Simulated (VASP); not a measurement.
# MgW (P4/mmm) in VASP: notebook

MgW is run at these levels: PBE; tasks: single point.

All numbers are computed with VASP 6.6.1; they aren't measurements. Logs are shortened: lines on timing, memory, paths and dates and some standing lists are left out, and cuts for length are marked.

## Step 1: The cell of the first run

The structure is tetragonal, space group P4/mmm (No. 123). Conventional cell: a = 3.870 Å, b = 3.870 Å, c = 2.562 Å, α = 90.00°, β = 90.00°, γ = 90.00°. Mg (site symmetry 4/mmm) has 2 Mg at 2.56 Å and 4 W at 2.74 Å within 3.4 Å. Within 3.4 Å of W (site symmetry 4/mmm) lie 2 W at 2.56 Å and 4 Mg at 2.74 Å.

The cell was built from a structure type or drawn by symmetry, and may not be a known phase.

## Step 2: Single point, PBE

The input, INCAR:

```
ALGO = Normal
EDIFF = 1E-6
ENCUT = 750
GGA = PE
GGA_COMPAT = F
ISIF = 2
ISMEAR = 0
LASPH = T
LCHARG = F
LREAL = F
LWAVE = F
NBANDS = 19
NELM = 120
PREC = Accurate
SIGMA = 0.1
```

The input, KPOINTS:

```
k-points
0
Gamma
  4 4 6
```

The input, POSCAR:

```
MgW
1.0
    2.7365479644     -2.7365674270      0.0000000000
    2.7365479644      2.7365674270      0.0000000000
    0.0000000000      0.0000000000      2.5624130718
Mg W
1 1
Direct
    0.5000000000      0.5000000000      0.0000000000
    0.0000000000      0.0000000000      0.0000000000
```

Potentials or basis: VASP PAW PBE potentials, release 64 (Mg_sv, W_sv).

Run with:

```bash
cat potpaw_PBE.64/Mg_sv/POTCAR potpaw_PBE.64/W_sv/POTCAR > POTCAR
mpirun -np 1 vasp_std > vasp.out
```

OUTCAR:

```text
EDIFF = 1E-6
   ENCUT = 750
   GGA = PE
   ISIF = 2
   ISMEAR = 0
   LASPH = T
   LREAL = F
   NELM = 120
   PREC = Accurate

 ion  position               nearest neighbor table
   1  0.500  0.500  0.000-   2 2.74   2 2.74   2 2.74   2 2.74
   2  0.000  0.000  0.000-   1 2.74   1 2.74   1 2.74   1 2.74

  LATTYP: Found a simple tetragonal cell.
 ALAT       =     3.8700770075
 C/A-ratio  =     0.6621090657

  Lattice vectors:

 A1 = (   2.7365479644,  -2.7365674270,   0.0000000000)
 A2 = (   2.7365479644,   2.7365674270,   0.0000000000)
 A3 = (   0.0000000000,   0.0000000000,   2.5624130718)

Analysis of symmetry for initial positions (statically):
=====================================================================
 Subroutine PRICEL returns:
 Original cell was already a primitive cell.

 Routine SETGRP: Setting up the symmetry group for a
 simple tetragonal supercell.

 Subroutine GETGRP returns: Found 16 space group operations
 (whereof 16 operations were pure point group operations)
 out of a pool of 16 trial point group operations.

The static configuration has the point symmetry D_4h.

Analysis of symmetry for dynamics (positions and initial velocities):
=====================================================================
 Subroutine PRICEL returns:
 Original cell was already a primitive cell.

 Routine SETGRP: Setting up the symmetry group for a
 simple tetragonal supercell.

 Subroutine GETGRP returns: Found 16 space group operations
 (whereof 16 operations were pure point group operations)
 out of a pool of 16 trial point group operations.

The dynamic configuration has the point symmetry D_4h.

 Subroutine INISYM returns: Found 16 space group operations
 (whereof 16 operations are pure point group operations),
 and found     1 'primitive' translations

----------------------------------------------------------------------------------------

                                     Primitive cell

  volume of cell :      38.3785

  direct lattice vectors                    reciprocal lattice vectors
     2.736547964 -2.736567427  0.000000000     0.182711945 -0.182710645  0.000000000
     2.736547964  2.736567427  0.000000000     0.182711945  0.182710645  0.000000000
     0.000000000  0.000000000  2.562413072     0.000000000  0.000000000  0.390257141

  length of vectors
     3.870077007  3.870077007  2.562413072     0.258392791  0.258392791  0.390257141

  position of ions in fractional coordinates (direct lattice)
     0.500000000  0.500000000  0.000000000
     0.000000000  0.000000000  0.000000000

  ion indices of the primitive-cell ions
   primitive index   ion index
                 1           1
                 2           2

----------------------------------------------------------------------------------------

 KPOINTS: k-points

Automatic generation of k-mesh.
 Grid dimensions read from file:
 generate k-points for:    4    4    6

 Generating k-lattice:

  Cartesian coordinates                     Fractional coordinates (reciprocal lattice)
     0.045677986 -0.045677661  0.000000000     0.250000000  0.000000000  0.000000000
     0.045677986  0.045677661  0.000000000     0.000000000  0.250000000  0.000000000
     0.000000000  0.000000000  0.065042857     0.000000000  0.000000000  0.166666667

  Length of vectors
     0.064598198  0.064598198  0.065042857

  Shift w.r.t. Gamma in fractional coordinates (k-lattice)
     0.000000000  0.000000000  0.000000000

 Subroutine IBZKPT returns following result:
 ===========================================

 Found     24 irreducible k-points:

 Following reciprocal coordinates:
            Coordinates               Weight
  0.000000  0.000000  0.000000      1.000000
  0.250000 -0.000000  0.000000      4.000000
  0.500000 -0.000000  0.000000      2.000000
  0.250000  0.250000  0.000000      4.000000
  0.500000  0.250000  0.000000      4.000000
  0.500000  0.500000  0.000000      1.000000
[... 16 lines left out ...]
  0.500000  0.250000  0.500000      4.000000
  0.500000  0.500000  0.500000      1.000000
   k-points           NKPTS =     24   k-points in BZ     NKDIM =     24   number of bands    NBANDS=     19
   number of dos      NEDOS =    301   number of ions     NIONS =      2
   total plane-waves  NPLWV =  31104
   dimension x,y,z NGX =    36 NGY =   36 NGZ =   24
   dimension x,y,z NGXF=    72 NGYF=   72 NGZF=   48
   ions per type =               1   1
   NGX,Y,Z   is equivalent  to a cutoff of  15.46, 15.46, 15.57 a.u.
   NGXF,Y,Z  is equivalent  to a cutoff of  30.93, 30.93, 31.14 a.u.
 SYSTEM =  unknown system
   PREC   = accura    normal or accurate (medium, high low for compatibility)
   ISTART =      0    job   : 0-new  1-cont  2-samecut
   ICHARG =      2    charge: 1-file 2-atom 10-const
   ISPIN  =      1    spin polarized calculation?
   LNONCOLLINEAR =      F non collinear calculations
   LSORBIT =      F    spin-orbit coupling
   LASPH  =      T    aspherical Exc in radial PAW
   ENCUT  =  750.0 eV  55.12 Ry    7.42 a.u.   8.64  8.64  5.72*2*pi/ulx,y,z
   NELM   =    120;   NELMIN=  2; NELMDL= -5     # of ELM steps
   EDIFF  = 0.1E-05   stopping-criterion for ELM
   LREAL  =      F    real-space projection
   EDIFFG = 0.1E-04   stopping-criterion for IOM
   NSW    =      0    number of steps for IOM
   IBRION =     -1    ionic relax: 0-MD 1-quasi-New 2-CG
   NFREE  =      0    steps in history (QN), initial steepest desc. (CG)
   ISIF   =      2    stress and relaxation
   ISYM   =      2    0-nonsym 1-usesym 2-fastsym
   POTIM  = 0.5000    time-step for ionic-motion
   TEBEG  =    0.0;   TEEND  =   0.0 temperature during run
   PSTRESS=    0.0 pullay stress
   NELECT =      24.0000    total number of electrons
   NUPDOWN=      -1.0000    fix difference up-down
   EMIN   =  10.00;   EMAX   =-10.00  energy-range for DOS
   EFERMI =   0.00;   METHOD = LEGACY
   ISMEAR =     0;   SIGMA  =   0.10  broadening in eV -4-tet -1-fermi 0-gaus
   EFERMI_NEDOS =   21; number of points for ismear=-14 and -15
   IALGO  =     38    algorithm
   IMIX   =      4    mixing-type and parameters
     AMIX     =   0.40;   BMIX     =  1.00
     AMIX_MAG =   1.60;   BMIX_MAG =  1.00
  volume/ion in A,a.u.               =      19.19       129.50
  Fermi-wavevector in a.u.,A,eV,Ry     =   1.399961  2.645542 26.665916  1.959890
  Thomas-Fermi vector in A             =   2.522968
   LORBIT       =      0    0 simple, 1 ext, 2 COOP (PROOUT), +10 PAW based schemes
   GGA     = PE    functional components
   LHFCALC =     F    Hartree Fock is set to
   AEXX    =    0.0000 exact exchange contribution
   IVDW    =     0    specifies the selected vdW correction
   LEPSILON=     F    determine dielectric tensor
   LRPA    =     F    only Hartree local field effects (RPA)
 non-spin polarized calculation
 Gauss-broadening in eV      SIGMA  =   0.10
  energy-cutoff  :      750.00
  volume of cell :       38.38
 maximum number of plane-waves:      1827
 NGX is ok and might be reduce to    36
   NGX = 17   NGY = 17   NGZ = 11

 number of electron      23.9999999 magnetization

 Free energy of the ion-electron system (eV)
  ---------------------------------------------------
  ext. energy  EPLUGINS =         0.00000000
  ---------------------------------------------------
  free energy    TOTEN  =       -11.51996498 eV

  energy without entropy =      -11.50582089  energy(sigma->0) =      -11.51289294

 E-fermi :   5.7142     XC(G=0): -10.9118

 val. band max:        5.7100350555   @ k =   0.2500  -0.0000   0.5000
 cond. band min:       5.7344699322   @ k =   0.2500   0.2500   0.3333
 fundamental gap:      0.0244348767
 Fermi energy:         5.7141889686

 k-point     1 :       0.0000    0.0000    0.0000
  band No.  band energies     occupation
      1     -69.5844      2.00000
      2     -68.1778      2.00000
      3     -36.3485      2.00000
      4     -36.3087      2.00000
      5     -36.3086      2.00000
      6     -32.3774      2.00000
[... 11 lines left out ...]
     18      16.2064      0.00000
     19      18.5561      0.00000

 k-point     2 :       0.2500   -0.0000    0.0000
  band No.  band energies     occupation
      1     -69.5841      2.00000
      2     -68.1778      2.00000
      3     -36.3483      2.00000
      4     -36.3078      2.00000
      5     -36.3071      2.00000
      6     -32.3919      2.00000
[... 11 lines left out ...]
     18      15.8764      0.00000
     19      17.1458      0.00000

 k-point     3 :       0.5000   -0.0000    0.0000
  band No.  band energies     occupation
      1     -69.5838      2.00000
      2     -68.1778      2.00000
      3     -36.3482      2.00000
      4     -36.3070      2.00000
      5     -36.3053      2.00000
      6     -32.4064      2.00000
[... 11 lines left out ...]
     18      15.3414      0.00000
     19      17.9004      0.00000

 k-point     4 :       0.2500    0.2500    0.0000
  band No.  band energies     occupation
      1     -69.5840      2.00000
      2     -68.1777      2.00000
      3     -36.3482      2.00000
      4     -36.3103      2.00000
      5     -36.3063      2.00000
      6     -32.3935      2.00000
[... 11 lines left out ...]
     18      15.9722      0.00000
     19      17.4048      0.00000

 k-point     5 :       0.5000    0.2500    0.0000
  band No.  band energies     occupation
      1     -69.5838      2.00000
      2     -68.1776      2.00000
      3     -36.3482      2.00000
      4     -36.3096      2.00000
      5     -36.3087      2.00000
      6     -32.4015      2.00000
[... 11 lines left out ...]
     18      16.8357      0.00000
     19      20.8000      0.00000

 k-point     6 :       0.5000    0.5000    0.0000
  band No.  band energies     occupation
      1     -69.5836      2.00000
      2     -68.1774      2.00000
      3     -36.3480      2.00000
      4     -36.3120      2.00000
      5     -36.3119      2.00000
      6     -32.3966      2.00000
[... 11 lines left out ...]
     18      20.6130      0.00000
     19      21.4221      0.00000

 k-point     7 :       0.0000    0.0000    0.1667
  band No.  band energies     occupation
      1     -69.5796      2.00000
      2     -68.1451      2.00000
      3     -36.3894      2.00000
      4     -36.3039      2.00000
      5     -36.3038      2.00000
      6     -32.3331      2.00000
[... 11 lines left out ...]
     18      16.1013      0.00000
     19      17.3271      0.00000

 k-point     8 :       0.2500   -0.0000    0.1667
  band No.  band energies     occupation
      1     -69.5794      2.00000
      2     -68.1451      2.00000
      3     -36.3892      2.00000
      4     -36.3032      2.00000
      5     -36.3024      2.00000
      6     -32.3470      2.00000
[... 256 lines left out ...]
 k-point    20 :       0.2500   -0.0000    0.5000
  band No.  band energies     occupation
      1     -69.5655      2.00000
      2     -68.0462      2.00000
      3     -36.5114      2.00000
      4     -36.2895      2.00000
      5     -36.2888      2.00000
      6     -33.1909      2.00000
[... 11 lines left out ...]
     18      15.2661      0.00000
     19      15.5589      0.00000

 k-point    21 :       0.5000   -0.0000    0.5000
  band No.  band energies     occupation
      1     -69.5654      2.00000
      2     -68.0462      2.00000
      3     -36.5111      2.00000
      4     -36.2890      2.00000
      5     -36.2875      2.00000
      6     -33.1899      2.00000
[... 11 lines left out ...]
     18      15.6845      0.00000
     19      17.4823      0.00000

 k-point    22 :       0.2500    0.2500    0.5000
  band No.  band energies     occupation
      1     -69.5654      2.00000
      2     -68.0461      2.00000
      3     -36.5112      2.00000
      4     -36.2914      2.00000
      5     -36.2882      2.00000
      6     -33.1898      2.00000
[... 11 lines left out ...]
     18      14.1899      0.00000
     19      16.3732      0.00000

 k-point    23 :       0.5000    0.2500    0.5000
  band No.  band energies     occupation
      1     -69.5653      2.00000
      2     -68.0460      2.00000
      3     -36.5110      2.00000
      4     -36.2909      2.00000
      5     -36.2903      2.00000
      6     -33.1887      2.00000
[... 11 lines left out ...]
     18      14.3352      0.00000
     19      16.3414      0.00000

 k-point    24 :       0.5000    0.5000    0.5000
  band No.  band energies     occupation
      1     -69.5652      2.00000
      2     -68.0458      2.00000
      3     -36.5107      2.00000
      4     -36.2930      2.00000
      5     -36.2929      2.00000
      6     -33.1875      2.00000
[... 11 lines left out ...]
     18      14.5509      0.00000
     19      14.5509      0.00000

------------------------ aborting loop because EDIFF is reached ----------------------------------------

  FORCE on cell =-STRESS in cart. coord.  units (eV):
  Direction    XX          YY          ZZ          XY          YZ          ZX
  --------------------------------------------------------------------------------------
  -------------------------------------------------------------------------------------
  Total       -0.0824877     -0.0824889      0.0095630      0.0000000      0.0000000     -0.0000000
  in kB       -3.4435894     -3.4436384      0.3992234      0.0000000      0.0000000     -0.0000000
  external PRESSURE =      -2.1626681 kB  Pullay stress =       0.0000000 kB

 VOLUME and BASIS-vectors are now :
 -----------------------------------------------------------------------------
  energy-cutoff  :      750.00
  volume of cell :       38.38
      direct lattice vectors                 reciprocal lattice vectors
     2.736547964 -2.736567427  0.000000000     0.182711945 -0.182710645  0.000000000
     2.736547964  2.736567427  0.000000000     0.182711945  0.182710645  0.000000000
     0.000000000  0.000000000  2.562413072     0.000000000  0.000000000  0.390257141

 POSITION                                       TOTAL-FORCE (eV/Angst)
 -----------------------------------------------------------------------------------
      2.73655      0.00000      0.00000        -0.000000      0.000000      0.000000
      0.00000      0.00000      0.00000         0.000000     -0.000000      0.000000
 -----------------------------------------------------------------------------------
    total drift:                                0.000000      0.000000      0.000000

  FREE ENERGIE OF THE ION-ELECTRON SYSTEM (eV)
  ---------------------------------------------------
  free  energy   TOTEN  =       -11.5199649779 eV

  energy  without entropy=      -11.5058208944  energy(sigma->0) =      -11.51289294
```

Wall time 14 s (1 thread of Intel Xeon Platinum 8559C (Emerald Rapids), shared host); peak memory 0.19 GiB.

Results:

| Property | Result |
| --- | --- |
| Free energy | -11.5200 eV |
| Pressure | -0.2 GPa |
| Band gap on the k mesh | zero (bands 12 and 13 overlap by 2.33 eV) |

Levels at points of the mesh, in eV from the Fermi level:
```tsv
k point	band 10	band 11	band 12	band 13	band 14	band 15
(0.00, 0.00, 0.00)	-3.69	-2.50	-0.50	2.73	2.73	3.62
(0.50, 0.00, 0.00)	-4.30	-3.24	-1.66	0.65	3.34	3.66
(0.50, 0.50, 0.00)	-4.42	-1.64	-1.64	-0.07	0.99	3.38
(0.00, 0.00, 0.50)	-2.18	-2.18	-1.22	-0.42	0.77	8.24
(0.50, 0.00, 0.50)	-1.96	-1.33	0.17	1.82	1.84	1.94
(0.50, 0.50, 0.50)	-3.23	-1.05	1.91	1.94	1.96	3.69
```

Caveat: the k points lie up to 0.41 Å⁻¹ apart, too coarse for converged energies and pressures of a metal; spin-orbit coupling is left out, which moves the levels of the heavy elements.

(Continued in part 2 of 2.)
